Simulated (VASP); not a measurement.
# Ca (C2/m) in VASP: relaxation of cell and atoms with PBE

Aim: the relaxation of cell and atoms of Ca with PBE.

Program: VASP 6.6.1. These are calculated values, not measurements. Logs are shortened: lines on timing, memory, paths and dates and some standing lists are left out, and cuts for length are marked.

**1. The cell of the first run**

The structure is monoclinic, space group C2/m (No. 12). Conventional cell: a = 7.707 Å, b = 4.891 Å, c = 6.036 Å, α = 90.00°, β = 117.67°, γ = 90.00°. Ca (site symmetry m) has 1 Ca at 1.64 Å within 2.2 Å.

**2. Relaxation of cell and atoms, PBE**

Contents of INCAR:

```
  PREC = Accurate
  ENCUT = 600
  EDIFF = 1E-6
  ISMEAR = 0
  SIGMA = 0.1
  LREAL = False
  LASPH = True
  NELM = 80
  ALGO = Normal
  ISIF = 3
  LWAVE = False
  LCHARG = False
  GGA = PE
  IBRION = 2
  NSW = 90
  EDIFFG = -0.04
```

Contents of KPOINTS:

```
Automatic mesh
0
Gamma
  4 4 4
```

Contents of POSCAR:

```
Ca
1.0
    3.8534223685     -2.4455645570      0.0000000000
    3.8534223685      2.4455645570      0.0000000000
   -2.8028637497      0.0000000000      5.3461367770
Ca
2
Direct
    0.0640000000      0.0640000000      0.1530000000
    0.9360000000      0.9360000000      0.8470000000
```

Potentials or basis: VASP PAW PBE potentials, release 64 (Ca_sv).

On the command line:

```bash
$ cat potpaw_PBE.64/Ca_sv/POTCAR > POTCAR
$ mpirun -np 1 vasp_std > vasp.out
```

OUTCAR:

```text
PREC = Accurate
   ENCUT = 600
   EDIFF = 1E-6
   ISMEAR = 0
   LREAL = False
   LASPH = True
   NELM = 80
   ISIF = 3
   GGA = PE
   IBRION = 2
   NSW = 90
   EDIFFG = -0.04

 ion  position               nearest neighbor table
   1  0.064  0.064  0.153-   2 1.64
   2  0.936  0.936  0.847-   1 1.64

  LATTYP: Found a base centered monoclinic cell.
 ALAT       =     7.7068447370
 B/A-ratio  =     0.6346474181
 C/A-ratio  =     0.7832421112
 COS(beta)  =    -0.4643327837

  Lattice vectors:

 A1 = (   3.8534223685,  -2.4455645570,   0.0000000000)
 A2 = (   3.8534223685,   2.4455645570,   0.0000000000)
 A3 = (  -2.8028637497,   0.0000000000,   5.3461367770)

Analysis of symmetry for initial positions (statically):
=====================================================================
 Subroutine PRICEL returns:
 Original cell was already a primitive cell.

 Routine SETGRP: Setting up the symmetry group for a
 base centered monoclinic supercell.

 Subroutine GETGRP returns: Found  4 space group operations
 (whereof  4 operations were pure point group operations)
 out of a pool of  4 trial point group operations.

The static configuration has the point symmetry C_2h.

Analysis of symmetry for dynamics (positions and initial velocities):
=====================================================================
 Subroutine PRICEL returns:
 Original cell was already a primitive cell.

 Routine SETGRP: Setting up the symmetry group for a
 base centered monoclinic supercell.

 Subroutine GETGRP returns: Found  4 space group operations
 (whereof  4 operations were pure point group operations)
 out of a pool of  4 trial point group operations.

The dynamic configuration has the point symmetry C_2h.

 Subroutine INISYM returns: Found  4 space group operations
 (whereof  4 operations are pure point group operations),
 and found     1 'primitive' translations

----------------------------------------------------------------------------------------

                                     Primitive cell

  volume of cell :     100.7618

  direct lattice vectors                    reciprocal lattice vectors
     3.853422368 -2.445564557  0.000000000     0.129754787 -0.204451769  0.068027625
     3.853422368  2.445564557  0.000000000     0.129754787  0.204451769  0.068027625
    -2.802863750  0.000000000  5.346136777     0.000000000  0.000000000  0.187050957

  length of vectors
     4.563951134  4.563951134  6.036325342     0.251524529  0.251524529  0.187050957

  position of ions in fractional coordinates (direct lattice)
     0.064000000  0.064000000  0.153000000
     0.936000000  0.936000000  0.847000000

  ion indices of the primitive-cell ions
   primitive index   ion index
                 1           1
                 2           2

----------------------------------------------------------------------------------------

 KPOINTS: Automatic mesh

Automatic generation of k-mesh.
 Grid dimensions read from file:
 generate k-points for:    4    4    4

 Generating k-lattice:

  Cartesian coordinates                     Fractional coordinates (reciprocal lattice)
     0.032438697 -0.051112942  0.017006906     0.250000000  0.000000000 -0.000000000
     0.032438697  0.051112942  0.017006906     0.000000000  0.250000000 -0.000000000
     0.000000000  0.000000000  0.046762739     0.000000000  0.000000000  0.250000000

  Length of vectors
     0.062881132  0.062881132  0.046762739

  Shift w.r.t. Gamma in fractional coordinates (k-lattice)
     0.000000000  0.000000000  0.000000000

 Subroutine IBZKPT returns following result:
 ===========================================

 Found     24 irreducible k-points:

 Following reciprocal coordinates:
            Coordinates               Weight
  0.000000  0.000000  0.000000      1.000000
  0.250000  0.000000 -0.000000      4.000000
  0.500000  0.000000 -0.000000      2.000000
  0.250000  0.250000 -0.000000      2.000000
  0.500000  0.250000  0.000000      4.000000
 -0.250000  0.250000  0.000000      2.000000
[... 16 lines left out ...]
 -0.250000  0.250000  0.500000      2.000000
  0.500000  0.500000  0.500000      1.000000
   k-points           NKPTS =     24   k-points in BZ     NKDIM =     24   number of bands    NBANDS=     14
   number of dos      NEDOS =    301   number of ions     NIONS =      2
   total plane-waves  NPLWV =  62208
   dimension x,y,z NGX =    36 NGY =   36 NGZ =   48
   dimension x,y,z NGXF=    72 NGYF=   72 NGZF=   96
   ions per type =               2
   NGX,Y,Z   is equivalent  to a cutoff of  13.11, 13.11, 13.22 a.u.
   NGXF,Y,Z  is equivalent  to a cutoff of  26.23, 26.23, 26.44 a.u.
 SYSTEM =  unknown system
   PREC   = accura    normal or accurate (medium, high low for compatibility)
   ISTART =      0    job   : 0-new  1-cont  2-samecut
   ICHARG =      2    charge: 1-file 2-atom 10-const
   ISPIN  =      1    spin polarized calculation?
   LNONCOLLINEAR =      F non collinear calculations
   LSORBIT =      F    spin-orbit coupling
   LASPH  =      T    aspherical Exc in radial PAW
   ENCUT  =  600.0 eV  44.10 Ry    6.64 a.u.   9.12  9.12 12.06*2*pi/ulx,y,z
   NELM   =     80;   NELMIN=  2; NELMDL= -5     # of ELM steps
   EDIFF  = 0.1E-05   stopping-criterion for ELM
   LREAL  =      F    real-space projection
   EDIFFG = -.4E-01   stopping-criterion for IOM
   NSW    =     90    number of steps for IOM
   IBRION =      2    ionic relax: 0-MD 1-quasi-New 2-CG
   NFREE  =      1    steps in history (QN), initial steepest desc. (CG)
   ISIF   =      3    stress and relaxation
   ISYM   =      2    0-nonsym 1-usesym 2-fastsym
   POTIM  = 0.5000    time-step for ionic-motion
   TEBEG  =    0.0;   TEEND  =   0.0 temperature during run
   PSTRESS=    0.0 pullay stress
   NELECT =      20.0000    total number of electrons
   NUPDOWN=      -1.0000    fix difference up-down
   EMIN   =  10.00;   EMAX   =-10.00  energy-range for DOS
   EFERMI =   0.00;   METHOD = LEGACY
   ISMEAR =     0;   SIGMA  =   0.10  broadening in eV -4-tet -1-fermi 0-gaus
   EFERMI_NEDOS =   21; number of points for ismear=-14 and -15
   IALGO  =     38    algorithm
   IMIX   =      4    mixing-type and parameters
     AMIX     =   0.40;   BMIX     =  1.00
     AMIX_MAG =   1.60;   BMIX_MAG =  1.00
  volume/ion in A,a.u.               =      50.38       339.99
  Fermi-wavevector in a.u.,A,eV,Ry     =   0.954962  1.804617 12.407874  0.911953
  Thomas-Fermi vector in A             =   2.083757
   LORBIT       =      0    0 simple, 1 ext, 2 COOP (PROOUT), +10 PAW based schemes
   GGA     = PE    functional components
   LHFCALC =     F    Hartree Fock is set to
   AEXX    =    0.0000 exact exchange contribution
   IVDW    =     0    specifies the selected vdW correction
   LEPSILON=     F    determine dielectric tensor
   LRPA    =     F    only Hartree local field effects (RPA)
 conjugate gradient relaxation of ions
 non-spin polarized calculation
 Gauss-broadening in eV      SIGMA  =   0.10
  energy-cutoff  :      600.00
  volume of cell :      100.76
 maximum number of plane-waves:      3386
   NGX = 19   NGY = 19   NGZ = 25

--------------------------------------- Ionic step        1  -------------------------------------------

 number of electron      20.0000000 magnetization

 Free energy of the ion-electron system (eV)
  ---------------------------------------------------
  ext. energy  EPLUGINS =         0.00000000
  ---------------------------------------------------
  free energy    TOTEN  =         9.47041637 eV

  energy without entropy =        9.49551021  energy(sigma->0) =        9.48296329

------------------------ aborting loop because EDIFF is reached ----------------------------------------

  FORCE on cell =-STRESS in cart. coord.  units (eV):
  Direction    XX          YY          ZZ          XY          YZ          ZX
  --------------------------------------------------------------------------------------
  -------------------------------------------------------------------------------------
  Total       -2.6859643     -3.0385329     64.3427592      0.0000000      0.0000000      5.0611047
  in kB      -42.7085682    -48.3146369   1023.0914513      0.0000000      0.0000000     80.4748349
  external PRESSURE =     310.6894154 kB  Pullay stress =       0.0000000 kB
[... 89 lines left out ...]
  FREE ENERGIE OF THE ION-ELECTRON SYSTEM (eV)
  ---------------------------------------------------
  free  energy   TOTEN  =         3.0865732969 eV

  energy  without entropy=        3.1406727233  energy(sigma->0) =        3.11362301

 E-fermi :  -0.5937     XC(G=0):  -4.8296

 val. band max:       -0.6323992759   @ k =   0.5000   0.2500   0.2500
 cond. band min:      -0.5563696672   @ k =  -0.2500   0.0000   0.2500
 fundamental gap:      0.0760296086
 Fermi energy:        -0.5937091189

 k-point     1 :       0.0000    0.0000    0.0000
  band No.  band energies     occupation
      1     -42.9386      2.00000
      2     -42.6588      2.00000
      3     -24.4419      2.00000
      4     -23.9537      2.00000
      5     -23.8177      2.00000
      6     -23.7712      2.00000
      7     -23.6411      2.00000
      8     -23.4162      2.00000
      9      -3.5806      2.00000
     10      -1.0739      2.00000
     11      -0.3429      0.00039
     12       0.3197      0.00000
     13       0.6432      0.00000
     14       0.7477      0.00000
[... 375 lines left out ...]
 k-point    24 :       0.5000    0.5000    0.5000
  band No.  band energies     occupation
      1     -42.9096      2.00000
      2     -42.6855      2.00000
      3     -24.4773      2.00000
      4     -24.0014      2.00000
      5     -23.9819      2.00000
      6     -23.6993      2.00000
      7     -23.5428      2.00000
      8     -23.3947      2.00000
      9      -1.0553      2.00000
     10      -1.0117      2.00000
     11      -0.2104      0.00000
     12       0.0205      0.00000
     13       1.0837      0.00000
     14       1.4664      0.00000

[... ionic steps 4 to 44 ...]

--------------------------------------- Ionic step       45  -------------------------------------------

 number of electron      20.0000004 magnetization

------------------------ aborting loop because EDIFF is reached ----------------------------------------

  FORCE on cell =-STRESS in cart. coord.  units (eV):
  Direction    XX          YY          ZZ          XY          YZ          ZX
  --------------------------------------------------------------------------------------
  -------------------------------------------------------------------------------------
  Total       -0.0098698     -0.0202089      0.0037217      0.0000000      0.0000000      0.0202674
  in kB       -0.1856180     -0.3800627      0.0699931      0.0000000      0.0000000      0.3811635
  external PRESSURE =      -0.1652292 kB  Pullay stress =       0.0000000 kB
[... 57 lines left out ...]
  energy  without entropy=       -3.8963492071  energy(sigma->0) =       -3.89898611

--------------------------------------- Ionic step       47  -------------------------------------------

 number of electron      20.0000003 magnetization

 Free energy of the ion-electron system (eV)
  ---------------------------------------------------
  ext. energy  EPLUGINS =         0.00000000
  ---------------------------------------------------
  free energy    TOTEN  =        -3.90215968 eV

  energy without entropy =       -3.89691619  energy(sigma->0) =       -3.89953793

 E-fermi :   1.9024     XC(G=0):  -7.7074

 val. band max:        1.8076239176   @ k =  -0.2500   0.2500   0.2500
 cond. band min:       2.0657517761   @ k =   0.5000   0.0000   0.5000
 fundamental gap:      0.2581278585
 Fermi energy:         1.9024204503

 k-point     1 :       0.0000    0.0000    0.0000
  band No.  band energies     occupation
      1     -40.1303      2.00000
      2     -40.1193      2.00000
      3     -21.1554      2.00000
      4     -21.0718      2.00000
      5     -21.0642      2.00000
      6     -21.0539      2.00000
      7     -21.0524      2.00000
      8     -21.0344      2.00000
      9      -2.0900      2.00000
     10       0.8052      2.00000
     11       1.6128      1.99996
     12       4.0638      0.00000
     13       4.1705      0.00000
     14       4.3223      0.00000
[... 418 lines left out ...]
  FREE ENERGIE OF THE ION-ELECTRON SYSTEM (eV)
  ---------------------------------------------------
  free  energy   TOTEN  =        -3.9021596751 eV

  energy  without entropy=       -3.8969161949  energy(sigma->0) =       -3.89953793

 reached required accuracy - stopping structural energy minimisation
```

It took 30 min on 1 thread of Intel Xeon 8259CL, shared host; peak memory 0.28 GiB.

Results:

| Quantity | Value |
| --- | --- |
| Free energy | -3.9022 eV |
| Relaxed volume | 42.61 Å³/atom |
| Relaxed cell | a = 3.887 Å, b = 3.887 Å, c = 6.558 Å, α = 90.13°, β = 90.13°, γ = 59.33° |
| Space group after relaxing (to 0.1 Å) | Cmcm (No. 63) |
| Energy gained by relaxing | 6686.3 meV/atom |
| Ionic steps | 47 |
| Pressure after relaxing | 0.0 GPa |
| Largest force after relaxing | 0.035 eV/Å |
| Band gap on the k mesh | zero (bands 10 and 11 overlap by 0.60 eV) |

Forces on the atoms (eV/Å):
```
Ca   0.034  0.000  0.009
Ca  -0.034  0.000 -0.009
```

Stress tensor (GPa, compression positive):
```
-0.05  0.00  0.01
 0.00  0.07  0.00
 0.01  0.00 -0.09
```

Step by step:
```
step  energy change (eV)  largest force (eV/Å)  pressure (GPa)  volume (Å³)
   1              0.0000               40.3025           31.07       100.76
   3             -6.3838                0.7451           -0.75       201.20
   5             -9.9700                2.7388            2.49       166.04
   7            -11.6804                1.6774            0.38       118.10
   9            -11.8569                1.1620            0.51       105.16
  11            -12.2126                0.9770           -0.15       107.57
  13            -12.8751                0.3241           -0.96       100.65
  15            -12.9059                0.2655           -0.33        94.10
  17            -13.0066                0.3176            0.73        85.53
  19            -13.1087                0.0308           -0.25        88.52
  21            -13.1306                0.0695           -0.15        87.95
  23            -13.1382                0.1050            0.52        84.30
  25            -13.1422                0.1462            0.60        83.93
  27            -13.1570                0.3678            1.11        82.04
  29            -13.1743                0.4344            1.13        82.33
  31            -13.1528                0.7923            1.20        82.55
  33            -13.2119                0.5902            0.86        83.71
  35            -13.2529                0.4666           -0.99        92.44
  37            -13.2976                0.4305           -0.48        89.03
  39            -13.3409                0.2131           -0.38        87.55
  41            -13.3651                0.1145            0.31        83.66
  43            -13.3704                0.0605            0.18        84.24
  45            -13.3719                0.0459           -0.02        85.19
  47            -13.3726                0.0353           -0.02        85.22
```

Final structure:
```xyz
2
Lattice="3.3159 -1.9237 0.6424 3.3159 1.9237 0.6424 -1.2642 0.0000 6.4349" Properties=species:S:1:pos:R:3 pbc="T T T"
Ca    0.7319    0.0000    1.8112
Ca    4.6357    0.0000    5.9085
```

Caveat: the k points lie up to 0.47 Å⁻¹ apart in the final cell, too coarse for converged energies and pressures of a metal; the volume moved by over 15 % at a fixed basis, so the end points are rough.
